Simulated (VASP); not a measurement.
Ir:

```
Ir
1.0
     2.26103    0.00000    0.00000
    -1.13051    1.95811    0.00000
     0.00000    0.00000    2.15255
Ir
1
Direct
  0.00000 0.00000 0.00000
```

Base run:

- Program: VASP 6.6.1
- Functional: PBE
- Potentials or basis: VASP PAW PBE potentials, release 64 (Ir)
- Cutoff: 520 eV
- k mesh: 16 × 16 × 15
- Occupations: fermi-dirac, width 0.05 eV
- Spin: no spin polarisation

Its results: pressure 493.2 GPa.

Problem. The run is repeated on the same cell with these changes: potentials or basis from VASP PAW PBE potentials, release 64 (Ir) to VASP PAW PBE potentials, release 64 (Ir_sv_GW); cutoff from 520 eV to 500 eV; further incar settings from ALGO = Normal; EDIFF = 1e-07; NBANDS = 10 to ALGO = Normal; EDIFF = 1e-06; NBANDS = 14; valence electrons from 9 to 17. What comes out?

Solution. Pressure 491.3 GPa.
